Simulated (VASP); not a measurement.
Write the native input for VASP 6.6.1 that does the following.

* Task: single point
* Functional: PBEsol
* Potentials or basis: VASP PAW PBE potentials, release 64 (Se)
* Cutoff: 520 eV
* k mesh: 12 × 12 × 12
* Occupations: fermi-dirac, width 0.1 eV
* Spin: no spin polarisation
* Dipole correction: no
* Further INCAR settings: ALGO = Normal; EDIFF = 1e-06; NBANDS = 9

The structure of Se lies in POSCAR:

```
Se
1.0
    0.0000000000      2.1292752455      2.1292752455
    2.1292752455      0.0000000000      2.1292752455
    2.1292752455      2.1292752455      0.0000000000
Se
1
Direct
    0.0000000000      0.0000000000      0.0000000000
```

These files were run (other wordings do the same):

INCAR

```
SYSTEM = Se
PREC     = Accurate       ! precision mode
ENCUT    = 520            ! plane-wave cutoff, eV
EDIFF    = 1E-6           ! SCF threshold, eV
ISMEAR   = -1             ! smearing method
SIGMA    = 0.1            ! smearing width, eV
LREAL    = .False.        ! projectors in reciprocal space
LASPH    = .True.         ! aspherical terms in the spheres
NELM     = 60             ! most SCF steps
ALGO     = Normal         ! electronic algorithm
ISIF     = 2              ! what is computed and relaxed
LWAVE    = .False.        ! write WAVECAR
LCHARG   = .True.         ! write CHGCAR
GGA      = PS             ! functional
LELF     = .True.         ! ELF
LVHAR    = .True.       
NBANDS   = 9              ! bands
```

KPOINTS

```
Automatic mesh
0
Gamma
  12 12 12
  0 0 0
```

Potentials or basis: VASP PAW PBE potentials, release 64 (Se).

Launch:

```sh
$ cat potpaw_PBE.64/Se/POTCAR > POTCAR
$ mpirun -np 1 vasp_std > vasp.out
```

It gave:

```json
{
  "Pressure": "0.0 GPa",
  "Band gap on the k mesh": "zero (band 3 reaches 9.26 eV, above the bottom of band 4 at 3.47 eV)"
}
```

Caveat: the PAW data sets were made with another functional, which shifts forces and pressure a little.

It took 3.6 s on 1 thread of Intel(R) Xeon(R) 6975P-C (Granite Rapids) (shared host), peak memory 0.14 GiB.
